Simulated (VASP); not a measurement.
# Re in VASP: single point with PBEsol

Aim: the single point of Re with PBEsol.

Program: VASP 6.6.1. These are calculated values, not measurements. Logs are shortened: lines on timing, memory, paths and dates and some standing lists are left out, and cuts for length are marked.

## 1. The cell of the first run

The cell holds a slab with vacuum, 4 atoms: a = 2.744 Å, b = 2.744 Å, c = 22.821 Å, α = 90.00°, β = 90.00°, γ = 90.00°.

## 2. Single point, PBEsol

File INCAR:

```
PREC = Accurate ; ENCUT = 520
EDIFF = 1E-6 ; ISMEAR = 0
SIGMA = 0.1 ; LREAL = F
LASPH = T ; NELM = 100
ALGO = Normal ; ISIF = 2
LWAVE = F ; LCHARG = F
LDIPOL = T ; IDIPOL = 3
DIPOL = 0.5 0.5 0.499 ; GGA = PS
NBANDS = 22
```

File KPOINTS:

```
regular mesh
0
Gamma
  10 10 1
```

File POSCAR:

```
Re
1.0
    2.7439667418      0.0000000000      0.0000000000
    0.0000000000      2.7439667418      0.0000000000
    0.0000000000      0.0000000000     22.8208324714
Re
4
Direct
    0.5000000000      0.5000000000      0.3724666929
    0.0000000000      0.0000000000      0.4574888976
    0.5000000000      0.5000000000      0.5417519798
    0.0000000000      0.0000000000      0.6226498301
```

Potentials or basis: VASP PAW PBE potentials, release 64 (Re).

Command:

```
$ cat potpaw_PBE.64/Re/POTCAR > POTCAR
$ mpirun -np 1 vasp_std > vasp.out
```

OUTCAR:

```text
PREC = Accurate
   ENCUT = 520
   EDIFF = 1E-6
   ISMEAR = 0
   LREAL = F
   LASPH = T
   NELM = 100
   ISIF = 2
   GGA = PS

 ion  position               nearest neighbor table
   1  0.500  0.500  0.372-   2 2.74   2 2.74   2 2.74   2 2.74
   2  0.000  0.000  0.457-   3 2.73   3 2.73   3 2.73   3 2.73   1 2.74   1 2.74   1 2.74   1 2.74

   3  0.500  0.500  0.542-   4 2.68   4 2.68   4 2.68   4 2.68   2 2.73   2 2.73   2 2.73   2 2.73

   4  0.000  0.000  0.623-   3 2.68   3 2.68   3 2.68   3 2.68

  LATTYP: Found a simple tetragonal cell.
 ALAT       =     2.7439667418
 C/A-ratio  =     8.3167307110

  Lattice vectors:

 A1 = (   2.7439667418,   0.0000000000,   0.0000000000)
 A2 = (   0.0000000000,   2.7439667418,   0.0000000000)
 A3 = (   0.0000000000,   0.0000000000,  22.8208324714)

Analysis of symmetry for initial positions (statically):
=====================================================================
 Subroutine PRICEL returns:
 Original cell was already a primitive cell.

 Routine SETGRP: Setting up the symmetry group for a
 simple tetragonal supercell.

 Subroutine GETGRP returns: Found  8 space group operations
 (whereof  8 operations were pure point group operations)
 out of a pool of 16 trial point group operations.

The static configuration has the point symmetry C_4v.

Analysis of symmetry for dynamics (positions and initial velocities):
=====================================================================
 Subroutine PRICEL returns:
 Original cell was already a primitive cell.

 Routine SETGRP: Setting up the symmetry group for a
 simple tetragonal supercell.

 Subroutine GETGRP returns: Found  8 space group operations
 (whereof  8 operations were pure point group operations)
 out of a pool of 16 trial point group operations.

The dynamic configuration has the point symmetry C_4v.

 Subroutine INISYM returns: Found  8 space group operations
 (whereof  8 operations are pure point group operations),
 and found     1 'primitive' translations

----------------------------------------------------------------------------------------

                                     Primitive cell

  volume of cell :     171.8261

  direct lattice vectors                    reciprocal lattice vectors
     2.743966742  0.000000000  0.000000000     0.364435904  0.000000000  0.000000000
     0.000000000  2.743966742  0.000000000     0.000000000  0.364435904  0.000000000
     0.000000000  0.000000000 22.820832471     0.000000000  0.000000000  0.043819611

  length of vectors
     2.743966742  2.743966742 22.820832471     0.364435904  0.364435904  0.043819611

  position of ions in fractional coordinates (direct lattice)
     0.500000000  0.500000000  0.372466693
     0.000000000  0.000000000  0.457488898
     0.500000000  0.500000000  0.541751980
     0.000000000  0.000000000  0.622649830

  ion indices of the primitive-cell ions
   primitive index   ion index
                 1           1
                 2           2
                 3           3
                 4           4

----------------------------------------------------------------------------------------

 KPOINTS: regular mesh

Automatic generation of k-mesh.
 Grid dimensions read from file:
 generate k-points for:   10   10    1

 Generating k-lattice:

  Cartesian coordinates                     Fractional coordinates (reciprocal lattice)
     0.036443590  0.000000000  0.000000000     0.100000000  0.000000000  0.000000000
     0.000000000  0.036443590  0.000000000     0.000000000  0.100000000  0.000000000
     0.000000000  0.000000000  0.043819611     0.000000000  0.000000000  1.000000000

  Length of vectors
     0.036443590  0.036443590  0.043819611

  Shift w.r.t. Gamma in fractional coordinates (k-lattice)
     0.000000000  0.000000000  0.000000000

 Subroutine IBZKPT returns following result:
 ===========================================

 Found     21 irreducible k-points:

 Following reciprocal coordinates:
            Coordinates               Weight
  0.000000  0.000000  0.000000      1.000000
  0.100000  0.000000  0.000000      4.000000
  0.200000  0.000000  0.000000      4.000000
  0.300000  0.000000  0.000000      4.000000
  0.400000  0.000000  0.000000      4.000000
  0.500000  0.000000  0.000000      2.000000
[... 13 lines left out ...]
  0.500000  0.400000  0.000000      4.000000
  0.500000  0.500000  0.000000      1.000000
   k-points           NKPTS =     21   k-points in BZ     NKDIM =     21   number of bands    NBANDS=     22
   number of dos      NEDOS =    301   number of ions     NIONS =      4
   total plane-waves  NPLWV =  72000
   dimension x,y,z NGX =    20 NGY =   20 NGZ =  180
   dimension x,y,z NGXF=    40 NGYF=   40 NGZF=  360
   ions per type =               4
   NGX,Y,Z   is equivalent  to a cutoff of  12.12, 12.12, 13.11 a.u.
   NGXF,Y,Z  is equivalent  to a cutoff of  24.23, 24.23, 26.23 a.u.
 SYSTEM =  unknown system
   PREC   = accura    normal or accurate (medium, high low for compatibility)
   ISTART =      0    job   : 0-new  1-cont  2-samecut
   ICHARG =      2    charge: 1-file 2-atom 10-const
   ISPIN  =      1    spin polarized calculation?
   LNONCOLLINEAR =      F non collinear calculations
   LSORBIT =      F    spin-orbit coupling
   LASPH  =      T    aspherical Exc in radial PAW
   ENCUT  =  520.0 eV  38.22 Ry    6.18 a.u.   5.10  5.10 42.43*2*pi/ulx,y,z
   NELM   =    100;   NELMIN=  2; NELMDL= -5     # of ELM steps
   EDIFF  = 0.1E-05   stopping-criterion for ELM
   LREAL  =      F    real-space projection
   EDIFFG = 0.1E-04   stopping-criterion for IOM
   NSW    =      0    number of steps for IOM
   IBRION =     -1    ionic relax: 0-MD 1-quasi-New 2-CG
   NFREE  =      0    steps in history (QN), initial steepest desc. (CG)
   ISIF   =      2    stress and relaxation
   ISYM   =      2    0-nonsym 1-usesym 2-fastsym
   POTIM  = 0.5000    time-step for ionic-motion
   TEBEG  =    0.0;   TEEND  =   0.0 temperature during run
   PSTRESS=    0.0 pullay stress
   NELECT =      28.0000    total number of electrons
   NUPDOWN=      -1.0000    fix difference up-down
   EMIN   =  10.00;   EMAX   =-10.00  energy-range for DOS
   EFERMI =   0.00;   METHOD = LEGACY
   ISMEAR =     0;   SIGMA  =   0.10  broadening in eV -4-tet -1-fermi 0-gaus
   EFERMI_NEDOS =   21; number of points for ismear=-14 and -15
   IALGO  =     38    algorithm
   IMIX   =      4    mixing-type and parameters
     AMIX     =   0.40;   BMIX     =  1.00
     AMIX_MAG =   1.60;   BMIX_MAG =  1.00
  volume/ion in A,a.u.               =      42.96       289.88
  Fermi-wavevector in a.u.,A,eV,Ry     =   0.894193  1.689779 10.878954  0.799581
  Thomas-Fermi vector in A             =   2.016366
   LORBIT       =      0    0 simple, 1 ext, 2 COOP (PROOUT), +10 PAW based schemes
   GGA     = PS    functional components
   LHFCALC =     F    Hartree Fock is set to
   AEXX    =    0.0000 exact exchange contribution
   IVDW    =     0    specifies the selected vdW correction
   LEPSILON=     F    determine dielectric tensor
   LRPA    =     F    only Hartree local field effects (RPA)
 non-spin polarized calculation
 Gauss-broadening in eV      SIGMA  =   0.10
  energy-cutoff  :      520.00
  volume of cell :      171.83
 maximum number of plane-waves:      4663
   NGX = 11   NGY = 11   NGZ = 85

 dipolmoment           0.000000      0.000000      0.000317 electrons x Angstroem

 number of electron      28.0000004 magnetization

 dipolmoment           0.000000      0.000000     -0.004005 electrons x Angstroem

 Free energy of the ion-electron system (eV)
  ---------------------------------------------------
  ext. energy  EPLUGINS =         0.00000000
  ---------------------------------------------------
  free energy    TOTEN  =       -49.25858389 eV

  energy without entropy =      -49.24068692  energy(sigma->0) =      -49.24963540

 E-fermi :  -0.3985     XC(G=0):  -5.7229

 val. band max:       -0.4057105820   @ k =   0.2000   0.2000   0.0000
 cond. band min:      -0.3950965937   @ k =   0.4000   0.3000   0.0000
 fundamental gap:      0.0106139883
 Fermi energy:        -0.3985073777

 k-point     1 :       0.0000    0.0000    0.0000
  band No.  band energies     occupation
      1      -9.9523      2.00000
      2      -8.0901      2.00000
      3      -6.9921      2.00000
      4      -6.5797      2.00000
      5      -6.2169      2.00000
      6      -5.1686      2.00000
[... 14 lines left out ...]
     21       1.7855      0.00000
     22       2.6833      0.00000

 k-point     2 :       0.1000    0.0000    0.0000
  band No.  band energies     occupation
      1      -9.6585      2.00000
      2      -7.8436      2.00000
      3      -6.7464      2.00000
      4      -6.3366      2.00000
      5      -5.9847      2.00000
      6      -4.9762      2.00000
[... 14 lines left out ...]
     21       2.1785      0.00000
     22       2.2519      0.00000

 k-point     3 :       0.2000    0.0000    0.0000
  band No.  band energies     occupation
      1      -8.8659      2.00000
      2      -7.3004      2.00000
      3      -6.2290      2.00000
      4      -5.9640      2.00000
      5      -5.2422      2.00000
      6      -4.2158      2.00000
[... 14 lines left out ...]
     21       1.8654      0.00000
     22       3.1555      0.00000

 k-point     4 :       0.3000    0.0000    0.0000
  band No.  band energies     occupation
      1      -7.8501      2.00000
      2      -6.9210      2.00000
      3      -5.9265      2.00000
      4      -5.6214      2.00000
      5      -4.3641      2.00000
      6      -3.3047      2.00000
[... 14 lines left out ...]
     21       2.2000      0.00000
     22       3.1659      0.00000

 k-point     5 :       0.4000    0.0000    0.0000
  band No.  band energies     occupation
      1      -7.1175      2.00000
      2      -6.8577      2.00000
      3      -5.7772      2.00000
      4      -5.3110      2.00000
      5      -3.8432      2.00000
      6      -2.9577      2.00000
[... 14 lines left out ...]
     21       3.0129      0.00000
     22       3.1718      0.00000

 k-point     6 :       0.5000    0.0000    0.0000
  band No.  band energies     occupation
      1      -6.9407      2.00000
      2      -6.8884      2.00000
      3      -5.4690      2.00000
      4      -5.3991      2.00000
      5      -3.2028      2.00000
      6      -3.1165      2.00000
[... 14 lines left out ...]
     21       3.0184      0.00000
     22       3.0335      0.00000

 k-point     7 :       0.1000    0.1000    0.0000
  band No.  band energies     occupation
      1      -9.3660      2.00000
      2      -7.5811      2.00000
      3      -6.4741      2.00000
      4      -6.0432      2.00000
      5      -5.7816      2.00000
      6      -4.8393      2.00000
[... 249 lines left out ...]
      6      -4.2551      2.00000
[... 14 lines left out ...]
     21       3.4583      0.00000
     22       4.3506      0.00000

 k-point    18 :       0.5000    0.3000    0.0000
  band No.  band energies     occupation
      1      -6.1451      2.00000
      2      -6.0854      2.00000
      3      -5.6118      2.00000
      4      -5.5814      2.00000
      5      -4.5320      2.00000
      6      -4.5131      2.00000
[... 14 lines left out ...]
     21       5.3011      0.00000
     22       5.3019      0.00000

 k-point    19 :       0.4000    0.4000    0.0000
  band No.  band energies     occupation
      1      -6.5422      2.00000
      2      -6.3756      2.00000
      3      -5.7052      2.00000
      4      -5.6889      2.00000
      5      -5.0006      2.00000
      6      -4.8520      2.00000
[... 14 lines left out ...]
     21       3.6814      0.00000
     22       5.5499      0.00000

 k-point    20 :       0.5000    0.4000    0.0000
  band No.  band energies     occupation
      1      -6.6622      2.00000
      2      -6.5960      2.00000
      3      -5.8379      2.00000
      4      -5.8333      2.00000
      5      -5.1382      2.00000
      6      -5.1168      2.00000
[... 14 lines left out ...]
     21       5.1063      0.00000
     22       5.1361      0.00000

 k-point    21 :       0.5000    0.5000    0.0000
  band No.  band energies     occupation
      1      -6.8558      2.00000
      2      -6.7905      2.00000
      3      -5.9454      2.00000
      4      -5.9454      2.00000
      5      -5.3967      2.00000
      6      -5.3524      2.00000
[... 14 lines left out ...]
     21       4.3963      0.00000
     22       4.4149      0.00000

------------------------ aborting loop because EDIFF is reached ----------------------------------------

 vacuum level on the upper side and lower side of the slab       (xc-potential included)        -0.282        -0.223

  FORCE on cell =-STRESS in cart. coord.  units (eV):
  Direction    XX          YY          ZZ          XY          YZ          ZX
  --------------------------------------------------------------------------------------
  -------------------------------------------------------------------------------------
  Total       -5.7850442     -5.7850442     -1.7381842      0.0000000      0.0000000      0.0000000
  in kB      -53.9421303    -53.9421303    -16.2075440      0.0000000      0.0000000      0.0000000
  external PRESSURE =     -41.3639349 kB  Pullay stress =       0.0000000 kB

 VOLUME and BASIS-vectors are now :
 -----------------------------------------------------------------------------
  energy-cutoff  :      520.00
  volume of cell :      171.83
      direct lattice vectors                 reciprocal lattice vectors
     2.743966742  0.000000000  0.000000000     0.364435904  0.000000000  0.000000000
     0.000000000  2.743966742  0.000000000     0.000000000  0.364435904  0.000000000
     0.000000000  0.000000000 22.820832471     0.000000000  0.000000000  0.043819611

 POSITION                                       TOTAL-FORCE (eV/Angst)
 -----------------------------------------------------------------------------------
      1.37198      1.37198      8.50000        -0.000000     -0.000000      0.860439
      0.00000      0.00000     10.44028        -0.000000     -0.000000     -0.878751
      1.37198      1.37198     12.36323         0.000000      0.000000      0.052960
      0.00000      0.00000     14.20939        -0.000000     -0.000000     -0.034648
 -----------------------------------------------------------------------------------
    total drift:                               -0.000000     -0.000000      0.001141

  FREE ENERGIE OF THE ION-ELECTRON SYSTEM (eV)
  ---------------------------------------------------
  free  energy   TOTEN  =       -49.2585838891 eV

  energy  without entropy=      -49.2406869153  energy(sigma->0) =      -49.24963540

 vacuum level on the upper side and lower side of the slab         4.229         4.214
```

Run time: 2.5 min. Hardware: 1 thread of AMD EPYC 9R14 (Zen 4), shared host; peak memory 0.24 GiB.

What came out:

```yaml
Free_energy: -49.2586 eV
Largest_force: 0.879 eV/Å
Band_gap_on_the_k_mesh: zero (bands 14 and 15 overlap by 2.35 eV)
```

Forces on the atoms (eV/Å):
```
Re   0.000  0.000  0.860
Re   0.000  0.000 -0.879
Re   0.000  0.000  0.053
Re   0.000  0.000 -0.035
```

Caveat: the PAW data sets were made with another functional, which shifts forces and pressure a little; spin-orbit coupling is left out, which moves the levels of the heavy elements.
